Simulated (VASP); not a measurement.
Wanted: the native input for a VASP 6.6.1 run.

* Task: band structure
* Functional: HSE06
* Potentials or basis: VASP PAW PBE potentials, release 64 (Cd, S)
* Cutoff: 520 eV
* k mesh: 6 × 6 × 6
* Occupations: gaussian, width 0.02 eV
* Spin: no spin polarisation
* Grid for exact exchange (PRECFOCK): Fast
* Further INCAR settings: ALGO = Normal; EDIFF = 1e-07; NBANDS = 16
* Share of exact exchange: 0.25
* Screening parameter: 0.2 1/Å

The system is CdS.

```
Cd S
1.0
     0.00000    2.91650    2.91650
     2.91650    0.00000    2.91650
     2.91650    2.91650    0.00000
Cd S
1 1
Direct
  0.00000 0.00000 0.00000
  0.75000 0.75000 0.75000
```

One way to write it, as run:

POSCAR

```
CdS
1.0
    0.0000000000      2.9165000000      2.9165000000
    2.9165000000      0.0000000000      2.9165000000
    2.9165000000      2.9165000000      0.0000000000
Cd S
1 1
Direct
    0.0000000000      0.0000000000      0.0000000000
    0.7500000000      0.7500000000      0.7500000000
```

INCAR.step1

```
SYSTEM = CdS
PREC = Accurate
ENCUT = 520
EDIFF = 1E-5
ISMEAR = 0
SIGMA = 0.02
LREAL = .FALSE.
LASPH = .TRUE.
NELM = 100
ALGO = Normal
ISIF = 2
LWAVE = .TRUE.
LCHARG = .FALSE.
NBANDS = 16
GGA = PE
KPAR = 4
```

INCAR.step2

```
SYSTEM = CdS
PREC = Accurate
ENCUT = 520
EDIFF = 1E-7
ISMEAR = 0
SIGMA = 0.02
LREAL = .FALSE.
LASPH = .TRUE.
NELM = 100
ALGO = Normal
ISIF = 2
LWAVE = .FALSE.
LCHARG = .FALSE.
GGA = PE
LHFCALC = .TRUE.
HFSCREEN = 0.2
PRECFOCK = Fast
NBANDS = 16
ISTART = 1
KPAR = 4
```

KPOINTS

```
Automatic mesh
0
G
  6 6 6
  0 0 0
```

KPOINTS_OPT

```
path GXWKGLUWLK,UX
12
line-mode
reciprocal
 0.0000000000  0.0000000000  0.0000000000  G
 0.5000000000  0.0000000000  0.5000000000  X

 0.5000000000  0.0000000000  0.5000000000  X
 0.5000000000  0.2500000000  0.7500000000  W

 0.5000000000  0.2500000000  0.7500000000  W
 0.3750000000  0.3750000000  0.7500000000  K

 0.3750000000  0.3750000000  0.7500000000  K
 0.0000000000  0.0000000000  0.0000000000  G

 0.0000000000  0.0000000000  0.0000000000  G
 0.5000000000  0.5000000000  0.5000000000  L

 0.5000000000  0.5000000000  0.5000000000  L
 0.6250000000  0.2500000000  0.6250000000  U

 0.6250000000  0.2500000000  0.6250000000  U
 0.5000000000  0.2500000000  0.7500000000  W

 0.5000000000  0.2500000000  0.7500000000  W
 0.5000000000  0.5000000000  0.5000000000  L

 0.5000000000  0.5000000000  0.5000000000  L
 0.3750000000  0.3750000000  0.7500000000  K

 0.6250000000  0.2500000000  0.6250000000  U
 0.5000000000  0.0000000000  0.5000000000  X
```

Potentials or basis: VASP PAW PBE potentials, release 64 (Cd, S).

Command:

```bash
$ cat potpaw_PBE.64/Cd/POTCAR potpaw_PBE.64/S/POTCAR > POTCAR
$ cp INCAR.step1 INCAR
$ mpirun -np 4 vasp_std > vasp.out
$ cp INCAR.step2 INCAR
$ mpirun -np 4 vasp_std > vasp.out
```

It gave:

```
Pressure                : 2.0 GPa
Band gap on the k mesh  : 2.19 eV
Band gap along the path : 2.19 eV
```

Caveat: the PAW data sets were made with another functional, which shifts forces and pressure a little.

Run time: 27 min on 4 MPI ranks on Intel(R) Xeon(R) Platinum 8488C (Sapphire Rapids), with other jobs on the host, peak memory 0.38 GiB a rank.
